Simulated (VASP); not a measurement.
Write the native input for VASP 6.6.1 that does the following.

| Property | Result |
| --- | --- |
| Task | single point |
| Functional | PBE |
| Potentials or basis | VASP PAW PBE potentials, release 64 (Co_sv) |
| Cutoff | 690 eV |
| k mesh | 18 × 18 × 10 |
| Occupations | gaussian, width 0.1 eV |
| Spin | collinear spin, ferromagnetic start |
| Starting moments | [1.84, 1.84] μB |
| Hubbard terms | Co d U = 8.0 eV |
| Dipole correction | no |
| Further INCAR settings | ALGO = Normal; EDIFF = 1e-06; NBANDS = 28 |

The structure of Co lies in POSCAR:

```
Co
1.0
    2.3508180091      0.0000000000      0.0000000000
   -1.1754090045      2.0358681155      0.0000000000
    0.0000000000      0.0000000000      4.1256927372
Co
2
Direct
    0.3333333333      0.6666666667      0.2500000000
    0.6666666667      0.3333333333      0.7500000000
```

These files were run (other wordings do the same):

INCAR

```
SYSTEM = Co
  PREC = Accurate
  ENCUT = 690
  EDIFF = 1E-6
  ISMEAR = 0
  SIGMA = 0.1
  LREAL = .FALSE.
  LASPH = .TRUE.
  NELM = 200
  ALGO = Normal
  ISIF = 2
  LWAVE = .FALSE.
  LCHARG = .FALSE.
  ISPIN = 2
  MAGMOM = 1.84 1.84
  LORBIT = 11
  LMAXMIX = 4
  LDAU = .TRUE.
  LDAUTYPE = 2
  LDAUL = 2
  LDAUU = 8
  LDAUJ = 0
  LDAUPRINT = 1
  GGA = PE
  NBANDS = 28
  GGA_COMPAT = .FALSE.
```

KPOINTS

```
regular mesh
0
G
  18 18 10
  0 0 0
```

Potentials or basis: VASP PAW PBE potentials, release 64 (Co_sv).

The run is started by

```console
$ cat potpaw_PBE.64/Co_sv/POTCAR > POTCAR
$ mpirun -np 1 vasp_std > vasp.out
```

It gave:

```
Pressure                                              : 63.9 GPa
Band gap on the k mesh                                : zero (filled and empty bands overlap)
Net moment                                            : 3.97 μB per cell
Site moments                                          : Co +2.10 μB
Valence electrons inside the program's atomic spheres : Co 15.32
```

Caveat: the stress differs along the axes, from 61 to 70 GPa; the U is typed as a test and isn't derived for this compound.

Wall time 3.5 min on 1 thread of Intel(R) Xeon(R) 6975P-C (Granite Rapids) (shared host), peak memory 0.34 GiB.
